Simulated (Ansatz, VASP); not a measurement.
**Two plane-wave programs on RbCl**

INCAR

```
  PREC = Accurate
  ENCUT = 400
  EDIFF = 1E-8
  ISMEAR = -1
  SIGMA = 0.05
  LREAL = F
  LASPH = T
  NELM = 120
  ALGO = Normal
  ISIF = 2
  LWAVE = F
  LCHARG = F
  GGA = PE
  LEFG = T
  NBANDS = 15
  GGA_COMPAT = F
```

KPOINTS

```
Automatic mesh
0
Gamma
  10 10 10
```

Contents of POSCAR:

```
RbCl
1.0
    0.0000000000      3.3766404364      3.3766404364
    3.3766404364      0.0000000000      3.3766404364
    3.3766404364      3.3766404364      0.0000000000
Rb Cl
1 1
Direct
    0.0000000000      0.0000000000      0.0000000000
    0.5000000000      0.5000000000      0.5000000000
```

Input for Ansatz:

```yaml
crystal:
  lattice:
    - [0.0, 3.3766404364, 3.3766404364]
    - [3.3766404364, 0.0, 3.3766404364]
    - [3.3766404364, 3.3766404364, 0.0]
  atoms:
    - { symbol: Rb, position: [0.0, 0.0, 0.0] }
    - { symbol: Cl, position: [0.5, 0.5, 0.5] }
kpoints:
  mp_grid: { grid: [10, 10, 10] }
scf:
  occupations: { method: fermi_dirac, width: 0.05 }
hamiltonian:
  xc: pbe
  pseudopotentials: { kind: paw }
output:
  forces: true
  stress: true
  eigenvalues: true
  efg: { contact_densities: true }
```

Change from the starting cell: volume scaled by 1.025, PAW files.

Alike in both runs: task electric field gradients; functional PBE; k mesh 10 × 10 × 10; occupations fermi-dirac, width 0.05 eV; no spin polarisation.

|  | VASP | Ansatz |
| --- | --- | --- |
| version | VASP 6.6.1 | Ansatz 0.2.0 |
| potentials or method | VASP PAW PBE potentials, release 64 (Rb_sv, Cl) | PAW with Ansatz's default frozen-core files, scalar-relativistic |
| plane-wave cutoff (eV) | 400 | 420 |
| valence electrons in the cell | 16 | 16 |

```tsv
	VASP	Ansatz	Ansatz less VASP
gap on the k mesh at the Fermi level (eV)	4.76	4.76	+0.003
pressure (GPa)	-0.3	-0.3	+0.01
```

With one functional, cell and mesh, what is left measures potentials, basis and numerics.
